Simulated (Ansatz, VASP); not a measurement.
**BN: VASP beside Ansatz**

The input INCAR:

```
SYSTEM = BN
PREC = Accurate ; ENCUT = 520
EDIFF = 1E-6 ; ISMEAR = -1
SIGMA = 0.02 ; LREAL = .False.
LASPH = .True. ; NELM = 100
ALGO = Normal ; ISIF = 2
LWAVE = .False. ; LCHARG = .False.
GGA = PE ; IBRION = 2
NSW = 80 ; EDIFFG = -0.02
```

The input KPOINTS:

```
regular mesh
0
Gamma
  13 13 5
  0 0 0
```

Contents of POSCAR:

```
BN
1.0
    2.5898165690      0.0000000000      0.0000000000
   -1.2949082845      2.2428469398      0.0000000000
    0.0000000000      0.0000000000      6.7274054023
B N
2 2
Direct
    0.3333333333      0.6666666667      0.2500000000
    0.6666666667      0.3333333333      0.7500000000
    0.3333333333      0.6666666667      0.7500000000
    0.6666666667      0.3333333333      0.2500000000
```

Input for Ansatz:

```yaml
crystal:
  lattice:
    - [2.589816569, 0.0, 0.0]
    - [-1.2949082845, 2.2428469398, 0.0]
    - [0.0, 0.0, 6.7274054023]
  atoms:
    - { symbol: B, position: [0.3333333333, 0.6666666667, 0.25] }
    - { symbol: B, position: [0.6666666667, 0.3333333333, 0.75] }
    - { symbol: "N", position: [0.3333333333, 0.6666666667, 0.75] }
    - { symbol: "N", position: [0.6666666667, 0.3333333333, 0.25] }
kpoints:
  mp_grid: { grid: [13, 13, 5] }
scf:
  occupations: { method: fermi_dirac, width: 0.02 }
hamiltonian:
  xc: pbe
  pseudopotentials: { kind: paw }
output:
  forces: true
  stress: true
  populations: true
  efg:
    quadrupole_moments_barn: { B: 0.04059, "N": 0.02044 }
    contact_densities: true
  write_density: true
  write_potential: true
  elf: true
  volumetric_format: npy
relax:
  f_tol: 0.02
  max_steps: 60
```

Change from the starting cell: volume scaled by 1.06, ions relaxed.

Alike in both runs: task relaxation of the atoms; functional PBE; k mesh 13 × 13 × 5; occupations fermi-dirac, width 0.02 eV; no spin polarisation.

|  | VASP | Ansatz |
| --- | --- | --- |
| version | VASP 6.6.1 | Ansatz 0.2.0 |
| potentials or method | VASP PAW PBE potentials, release 64 (B, N) | plane-wave PAW, scalar-relativistic |
| plane-wave cutoff (eV) | 520 | 420 |
| valence electrons in the cell | 16 | 16 |

|  | VASP | Ansatz | Ansatz less VASP |
| --- | --- | --- | --- |
| gap on the k mesh at the Fermi level, each at its own relaxed structure (eV) | 4.12 | 4.13 | +0.005 |

Ansatz's warnings: stress scf threshold loose.

Noted on VASP's run: the relaxation stopped at its first step, so nothing moved.
